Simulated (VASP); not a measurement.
# Mg2ZnS3 (P-3m1) in VASP: single point with PBE

Aim: the single point of Mg2ZnS3 with PBE.

Program: VASP 6.6.1. These are calculated values, not measurements. Logs are shortened: lines on timing, memory, paths and dates and some standing lists are left out, and cuts for length are marked.

## (1) The cell of the first run

It takes space group P-3m1 (No. 164, trigonal). The conventional cell has a = 3.673 Å, b = 3.673 Å, c = 8.977 Å, α = 90.00°, β = 90.00°, γ = 120.00°. Within 3.4 Å of Mg (site symmetry 3m) lie 6 S at 2.61 Å. Within 3.4 Å of Zn (site symmetry -3m) lie 6 S at 2.57 Å. S (site symmetry 3m) has 3 Zn at 2.57 Å and 3 Mg at 2.61 Å within 3.4 Å. S (site symmetry -3m) has 6 Mg at 2.61 Å within 3.4 Å.

## (2) Single point, PBE

POSCAR

```
Mg2ZnS3
1.0
    3.6728219212      0.0000000000      0.0000000000
   -1.8364109606      3.1807570873      0.0000000000
    0.0000000000      0.0000000000      8.9771850020
Mg Zn S
2 1 3
Direct
    0.6666666667      0.3333333333      0.8314077185
    0.3333333333      0.6666666667      0.1685922815
    0.0000000000      0.0000000000      0.5000000000
    0.3333333333      0.6666666667      0.6609780913
    0.6666666667      0.3333333333      0.3390219087
    0.0000000000      0.0000000000      0.0000000000
```

INCAR.step1

```
SYSTEM = Mg2ZnS3
PREC = Accurate ; ENCUT = 520
EDIFF = 1E-7 ; ISMEAR = 0
SIGMA = 0.02 ; LREAL = .False.
LASPH = .True. ; NELM = 60
ALGO = Normal ; ISIF = 2
LWAVE = .False. ; LCHARG = .True.
GGA = PE ; NBANDS = 26
```

KPOINTS.step1

```
regular mesh
0
Gamma
  12 12 4
  0 0 0
```

INCAR.step2

```
SYSTEM = Mg2ZnS3
PREC = Accurate ; ENCUT = 520
EDIFF = 1E-7 ; ISMEAR = -5
SIGMA = 0.02 ; LREAL = .False.
LASPH = .True. ; NELM = 60
ALGO = Normal ; ISIF = 2
LWAVE = .False. ; LCHARG = .False.
GGA = PE ; LORBIT = 11
NBANDS = 26 ; NEDOS = 2001
ICHARG = 11
```

KPOINTS.step2

```
regular mesh
0
Gamma
  18 18 6
  0 0 0
```

Potentials or basis: VASP PAW PBE potentials, release 64 (Mg, Zn, S).

On the command line:

```
cat potpaw_PBE.64/Mg/POTCAR potpaw_PBE.64/Zn/POTCAR potpaw_PBE.64/S/POTCAR > POTCAR
cp INCAR.step1 INCAR
cp KPOINTS.step1 KPOINTS
mpirun -np 1 vasp_std > vasp.out
cp INCAR.step2 INCAR
cp KPOINTS.step2 KPOINTS
mpirun -np 1 vasp_std > vasp.out
```

OUTCAR:

```text
SYSTEM = Mg2ZnS3
   PREC = Accurate
   ENCUT = 520
   EDIFF = 1E-7
   ISMEAR = -5
   LREAL = .False.
   LASPH = .True.
   NELM = 60
   ISIF = 2
   GGA = PE
   LORBIT = 11
   ICHARG = 11

 ion  position               nearest neighbor table
   1  0.667  0.333  0.831-   6 2.61   6 2.61   6 2.61   4 2.61   4 2.61   4 2.61
   2  0.333  0.667  0.169-   6 2.61   6 2.61   6 2.61   5 2.61   5 2.61   5 2.61
   3  0.000  0.000  0.500-   4 2.57   5 2.57   4 2.57   5 2.57   5 2.57   4 2.57
   4  0.333  0.667  0.661-   3 2.57   3 2.57   3 2.57   1 2.61   1 2.61   1 2.61
   5  0.667  0.333  0.339-   3 2.57   3 2.57   3 2.57   2 2.61   2 2.61   2 2.61
   6  0.000  0.000  0.000-   1 2.61   2 2.61   2 2.61   1 2.61   1 2.61   2 2.61

  LATTYP: Found a hexagonal cell.
 ALAT       =     3.6728219212
 C/A-ratio  =     2.4442200560

  Lattice vectors:

 A1 = (   3.6728219212,   0.0000000000,   0.0000000000)
 A2 = (  -1.8364109606,   3.1807570873,   0.0000000000)
 A3 = (   0.0000000000,   0.0000000000,   8.9771850020)

Analysis of symmetry for initial positions (statically):
=====================================================================
 Subroutine PRICEL returns:
 Original cell was already a primitive cell.

 Routine SETGRP: Setting up the symmetry group for a
 hexagonal supercell.

 Subroutine GETGRP returns: Found 12 space group operations
 (whereof 12 operations were pure point group operations)
 out of a pool of 24 trial point group operations.

The static configuration has the point symmetry D_3d.

Analysis of symmetry for dynamics (positions and initial velocities):
=====================================================================
 Subroutine PRICEL returns:
 Original cell was already a primitive cell.

 Routine SETGRP: Setting up the symmetry group for a
 hexagonal supercell.

 Subroutine GETGRP returns: Found 12 space group operations
 (whereof 12 operations were pure point group operations)
 out of a pool of 24 trial point group operations.

The dynamic configuration has the point symmetry D_3d.

 Subroutine INISYM returns: Found 12 space group operations
 (whereof 12 operations are pure point group operations),
 and found     1 'primitive' translations

----------------------------------------------------------------------------------------

                                     Primitive cell

  volume of cell :     104.8747

  direct lattice vectors                    reciprocal lattice vectors
     3.672821921  0.000000000  0.000000000     0.272270211  0.157195280  0.000000000
    -1.836410961  3.180757087  0.000000000     0.000000000  0.314390559  0.000000000
     0.000000000  0.000000000  8.977185002     0.000000000  0.000000000  0.111393494

  length of vectors
     3.672821921  3.672821921  8.977185002     0.314390559  0.314390559  0.111393494

  position of ions in fractional coordinates (direct lattice)
     0.666666667  0.333333333  0.831407719
     0.333333333  0.666666667  0.168592281
     0.000000000  0.000000000  0.500000000
     0.333333333  0.666666667  0.660978091
     0.666666667  0.333333333  0.339021909
     0.000000000  0.000000000  0.000000000

  ion indices of the primitive-cell ions
   primitive index   ion index
                 1           1
                 2           2
                 3           3
                 4           4
                 5           5
                 6           6

----------------------------------------------------------------------------------------

 KPOINTS: regular mesh

Automatic generation of k-mesh.
 Grid dimensions read from file:
 generate k-points for:   18   18    6

 Generating k-lattice:

  Cartesian coordinates                     Fractional coordinates (reciprocal lattice)
     0.015126123  0.008733071  0.000000000     0.055555556  0.000000000  0.000000000
     0.000000000  0.017466142  0.000000000     0.000000000  0.055555556  0.000000000
     0.000000000  0.000000000  0.018565582     0.000000000  0.000000000  0.166666667

  Length of vectors
     0.017466142  0.017466142  0.018565582

  Shift w.r.t. Gamma in fractional coordinates (k-lattice)
     0.000000000  0.000000000  0.000000000

 TETIRR: Found   2825 inequivalent tetrahedra from    11664

 Subroutine IBZKPT returns following result:
 ===========================================

 Found    202 irreducible k-points:

 Following reciprocal coordinates:
            Coordinates               Weight
  0.000000  0.000000  0.000000      1.000000
  0.055556 -0.000000  0.000000      6.000000
  0.111111 -0.000000  0.000000      6.000000
  0.166667 -0.000000  0.000000      6.000000
  0.222222 -0.000000  0.000000      6.000000
  0.277778 -0.000000  0.000000      6.000000
[... 16 lines left out ...]
  0.333333  0.111111  0.000000     12.000000
  0.388889  0.111111  0.000000     12.000000
 [... further k-points ...]
   k-points           NKPTS =    202   k-points in BZ     NKDIM =    202   number of bands    NBANDS=     26
   number of dos      NEDOS =   2001   number of ions     NIONS =      6
   total plane-waves  NPLWV =  54880
   dimension x,y,z NGX =    28 NGY =   28 NGZ =   70
   dimension x,y,z NGXF=    56 NGYF=   56 NGZF=  140
   ions per type =               2   1   3
   NGX,Y,Z   is equivalent  to a cutoff of  12.67, 12.67, 12.96 a.u.
   NGXF,Y,Z  is equivalent  to a cutoff of  25.35, 25.35, 25.93 a.u.
 SYSTEM =  Mg2ZnS3
   PREC   = accura    normal or accurate (medium, high low for compatibility)
   ISTART =      0    job   : 0-new  1-cont  2-samecut
   ICHARG =     11    charge: 1-file 2-atom 10-const
   ISPIN  =      1    spin polarized calculation?
   LNONCOLLINEAR =      F non collinear calculations
   LSORBIT =      F    spin-orbit coupling
   LASPH  =      T    aspherical Exc in radial PAW
   ENCUT  =  520.0 eV  38.22 Ry    6.18 a.u.   6.83  6.83 16.69*2*pi/ulx,y,z
   NELM   =     60;   NELMIN=  2; NELMDL=  0     # of ELM steps
   EDIFF  = 0.1E-06   stopping-criterion for ELM
   LREAL  =      F    real-space projection
   EDIFFG = 0.1E-05   stopping-criterion for IOM
   NSW    =      0    number of steps for IOM
   IBRION =     -1    ionic relax: 0-MD 1-quasi-New 2-CG
   NFREE  =      0    steps in history (QN), initial steepest desc. (CG)
   ISIF   =      2    stress and relaxation
   ISYM   =      2    0-nonsym 1-usesym 2-fastsym
   POTIM  = 0.5000    time-step for ionic-motion
   TEBEG  =    0.0;   TEEND  =   0.0 temperature during run
   PSTRESS=    0.0 pullay stress
   NELECT =      34.0000    total number of electrons
   NUPDOWN=      -1.0000    fix difference up-down
   EMIN   =  10.00;   EMAX   =-10.00  energy-range for DOS
   EFERMI =   0.00;   METHOD = LEGACY
   ISMEAR =    -5;   SIGMA  =   0.02  broadening in eV -4-tet -1-fermi 0-gaus
   EFERMI_NEDOS =   21; number of points for ismear=-14 and -15
   IALGO  =     38    algorithm
   IMIX   =      4    mixing-type and parameters
     AMIX     =   0.40;   BMIX     =  1.00
     AMIX_MAG =   1.60;   BMIX_MAG =  1.00
  volume/ion in A,a.u.               =      17.48       117.95
  Fermi-wavevector in a.u.,A,eV,Ry     =   1.124633  2.125249 17.208651  1.264800
  Thomas-Fermi vector in A             =   2.261306
   LORBIT       =     11    0 simple, 1 ext, 2 COOP (PROOUT), +10 PAW based schemes
   GGA     = PE    functional components
   LHFCALC =     F    Hartree Fock is set to
   AEXX    =    0.0000 exact exchange contribution
   IVDW    =     0    specifies the selected vdW correction
   LEPSILON=     F    determine dielectric tensor
   LRPA    =     F    only Hartree local field effects (RPA)
 non-spin polarized calculation
 Fermi weights with tetrahedron method with Bloechl corrections
  energy-cutoff  :      520.00
  volume of cell :      104.87
 maximum number of plane-waves:      2865

 number of electron      33.9999983 magnetization

 Free energy of the ion-electron system (eV)
  ---------------------------------------------------
  ext. energy  EPLUGINS =         0.00000000
  ---------------------------------------------------
  free energy    TOTEN  =       -23.16108958 eV

  energy without entropy =      -23.16108958  energy(sigma->0) =      -23.16108958

 E-fermi :   3.6382     XC(G=0):  -9.9904

 val. band max:        3.6325170318   @ k =   0.1111  -0.0000   0.5000
 cond. band min:       5.1898526841   @ k =   0.5000  -0.0000   0.0000
 fundamental gap:      1.5573356522
 Fermi energy:         3.6382272885

 k-point     1 :       0.0000    0.0000    0.0000
  band No.  band energies     occupation
      1      -9.3205      2.00000
      2      -8.4033      2.00000
      3      -8.2770      2.00000
      4      -2.3920      2.00000
      5      -2.3803      2.00000
      6      -2.3803      2.00000
[... 18 lines left out ...]
     25      11.5785      0.00000
     26      11.9030      0.00000

 k-point     2 :       0.0556   -0.0000    0.0000
  band No.  band energies     occupation
      1      -9.2921      2.00000
      2      -8.3823      2.00000
      3      -8.2596      2.00000
      4      -2.3865      2.00000
      5      -2.3810      2.00000
      6      -2.3767      2.00000
[... 18 lines left out ...]
     25      11.6705      0.00000
[... 608 lines left out ...]
     25      11.8325      0.00000
     26      12.0309      0.00000

 k-point    24 :       0.3889    0.1111    0.0000
  band No.  band energies     occupation
      1      -7.9661      2.00000
      2      -7.7556      2.00000
      3      -7.6150      2.00000
      4      -2.4342      2.00000
      5      -2.3451      2.00000
      6      -2.2319      2.00000
[... 18 lines left out ...]
     25      11.7077      0.00000
     26      12.4996      0.00000

 [... further k-points ...]

------------------------ aborting loop because EDIFF is reached ----------------------------------------

  FORCE on cell =-STRESS in cart. coord.  units (eV):
  Direction    XX          YY          ZZ          XY          YZ          ZX
  --------------------------------------------------------------------------------------
  -------------------------------------------------------------------------------------
  Total       -0.1166731     -0.1166731     -0.1216347      0.0000000      0.0000000      0.0000000
  in kB       -1.7824232     -1.7824232     -1.8582223      0.0000000      0.0000000      0.0000000
  external PRESSURE =      -1.8076895 kB  Pullay stress =       0.0000000 kB

 VOLUME and BASIS-vectors are now :
 -----------------------------------------------------------------------------
  energy-cutoff  :      520.00
  volume of cell :      104.87
      direct lattice vectors                 reciprocal lattice vectors
     3.672821921  0.000000000  0.000000000     0.272270211  0.157195280  0.000000000
    -1.836410961  3.180757087  0.000000000     0.000000000  0.314390559  0.000000000
     0.000000000  0.000000000  8.977185002     0.000000000  0.000000000  0.111393494

 POSITION                                       TOTAL-FORCE (eV/Angst)
 -----------------------------------------------------------------------------------
      1.83641      1.06025      7.46370         0.000000      0.000000      0.004454
     -0.00000      2.12050      1.51348         0.000000     -0.000000     -0.004454
      0.00000      0.00000      4.48859         0.000000      0.000000      0.000000
     -0.00000      2.12050      5.93372         0.000000      0.000000      0.023798
      1.83641      1.06025      3.04346        -0.000000     -0.000000     -0.023798
      0.00000      0.00000      0.00000         0.000000      0.000000      0.000000
 -----------------------------------------------------------------------------------
    total drift:                                0.000000      0.000000     -0.000000

  FREE ENERGIE OF THE ION-ELECTRON SYSTEM (eV)
  ---------------------------------------------------
  free  energy   TOTEN  =       -23.1610895823 eV

  energy  without entropy=      -23.1610895823  energy(sigma->0) =      -23.16108958

 total charge

# of ion       s       p       d       tot
------------------------------------------
    1        0.138   0.125   0.038   0.302
    2        0.138   0.125   0.038   0.302
    3        0.435   0.342   9.815  10.592
    4        1.324   2.445   0.000   3.769
    5        1.324   2.445   0.000   3.769
    6        1.314   2.499   0.000   3.814
--------------------------------------------------
tot          4.674   7.982   9.892  22.547
```

It took 4 min on 1 thread of AMD EPYC 9R45 (Zen 5), shared host; peak memory 0.58 GiB.

Results:

| Quantity | Value |
| --- | --- |
| Valence electrons inside the program's atomic spheres | Mg 0.30; Zn 10.59; S 3.77, 3.81 (each value once) |

Levels at points of the mesh, in eV from the valence-band top:
| k point | band 13 | band 14 | band 15 | band 16 | band 17 | band 18 | band 19 | band 20 | band 21 | band 22 |
| --- | --- | --- | --- | --- | --- | --- | --- | --- | --- | --- |
| (0.00, 0.00, 0.00) | -0.18 | -0.18 | -0.14 | -0.11 | -0.11 | 2.87 | 4.44 | 4.64 | 6.58 | 6.58 |
| (0.50, 0.00, 0.00) | -1.88 | -1.84 | -1.17 | -1.15 | -0.55 | 1.56 | 4.51 | 4.75 | 4.81 | 6.14 |
| (0.00, 0.00, 0.50) | -0.54 | -0.34 | -0.34 | -0.02 | -0.02 | 3.90 | 4.27 | 4.60 | 6.37 | 6.37 |
| (0.50, 0.00, 0.50) | -2.51 | -1.77 | -1.48 | -0.35 | -0.34 | 2.22 | 3.44 | 4.33 | 5.48 | 6.22 |
